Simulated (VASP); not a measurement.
Write the native input for VASP 6.6.1 that does the following.

```yaml
Task: single point
Functional: PBE
Potentials_or_basis: VASP PAW PBE potentials, release 64 (Rb_sv, Hg)
Cutoff: 520 eV
k_mesh: 6 × 6 × 4
Occupations: gaussian, width 0.1 eV
Spin: no spin polarisation
Dipole_correction: no
Further_INCAR_settings: ALGO = Fast; EDIFF = 1e-06; NBANDS = 18
```

The structure of RbHg lies in POSCAR:

```
RbHg
1.0
    4.4855326596      0.0000000000      0.0000000000
   -2.2427663298      3.8845852327      0.0000000000
    0.0000000000      0.0000000000      7.5512536853
Rb Hg
1 1
Direct
    0.0000000000      0.0000000000      0.5000000000
    0.0000000000      0.0000000000      0.0000000000
```

One way to write it, as run:

INCAR

```
SYSTEM = RbHg
PREC     = Accurate       ! precision mode
ENCUT    = 520            ! plane-wave cutoff, eV
EDIFF    = 1E-6           ! SCF threshold, eV
ISMEAR   = 0              ! smearing method
SIGMA    = 0.1            ! smearing width, eV
LREAL    = .False.        ! projectors in reciprocal space
LASPH    = .True.         ! aspherical terms in the spheres
NELM     = 100            ! most SCF steps
ALGO     = Fast           ! electronic algorithm
ISIF     = 2              ! what is computed and relaxed
LWAVE    = .False.        ! write WAVECAR
LCHARG   = .False.        ! write CHGCAR
GGA      = PE             ! functional
NBANDS   = 18             ! bands
```

KPOINTS

```
Automatic mesh
0
Gamma
  6 6 4
  0 0 0
```

Potentials or basis: VASP PAW PBE potentials, release 64 (Rb_sv, Hg).

Run with:

```sh
$ cat potpaw_PBE.64/Rb_sv/POTCAR potpaw_PBE.64/Hg/POTCAR > POTCAR
$ mpirun -np 1 vasp_std > vasp.out
```

It gave:

```
Pressure : 0.0 GPa
```

Run time: 30 s on 1 thread of Intel(R) Xeon(R) 6975P-C (Granite Rapids), with other jobs on the host, peak memory 0.26 GiB.
